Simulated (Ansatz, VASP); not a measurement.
Bi in VASP and in Ansatz

Contents of INCAR:

```
SYSTEM = Bi
ALGO = Normal
EDIFF = 1E-6
ENCUT = 520
GGA = PS
ISIF = 2
ISMEAR = 0
LASPH = .TRUE.
LCHARG = .FALSE.
LREAL = .FALSE.
LWAVE = .FALSE.
NBANDS = 14
NELM = 100
PREC = Accurate
SIGMA = 0.1
```

File KPOINTS:

```
k-points
0
G
  10 10 10
  0 0 0
```

The input POSCAR:

```
Bi
1.0
   -2.0329196100      2.0329196100      2.0329196100
    2.0329196100     -2.0329196100      2.0329196100
    2.0329196100      2.0329196100     -2.0329196100
Bi
1
Direct
    0.0000000000      0.0000000000      0.0000000000
```

Input for Ansatz:

```yaml
crystal:
  lattice:
    - [-2.0329196099997326, 2.0329196099997326, 2.0329196099997326]
    - [2.0329196099997326, -2.0329196099997326, 2.0329196099997326]
    - [2.0329196099997326, 2.0329196099997326, -2.0329196099997326]
  atoms:
    - { symbol: Bi, position: [0.0, 0.0, 0.0] }
basis:
  ecutwfc: 500.0
kpoints:
  mp_grid:
    grid: [10, 10, 10]
hamiltonian:
  xc: pbesol
scf:
  occupations:
    method: gaussian
    width: 0.1
  eigensolver:
    kind: davidson
  initial_density:
    normalization: atom
output:
  stress: true
```

Alike in both runs: task single point; functional PBEsol; k mesh 10 × 10 × 10; occupations gaussian, width 0.1 eV; no spin polarisation.

|  | VASP | Ansatz |
| --- | --- | --- |
| version | VASP 6.6.1 | Ansatz 0.2.0 |
| potentials or method | VASP PAW PBE potentials, release 64 (Bi_d), cutoff 520 eV | plane waves, PAW |
| valence electrons in the cell | 15 | 15 |

Ansatz gave:

```
pressure (GPa) : -5.2
```

Problem. Which values does VASP return?

Solution. Pressure (GPa): -5.3.

VASP's potentials were made for PBE, not for PBEsol. The functional is the same, so the differences come from potentials, cutoffs and numerics.

Spin-orbit coupling is off throughout.
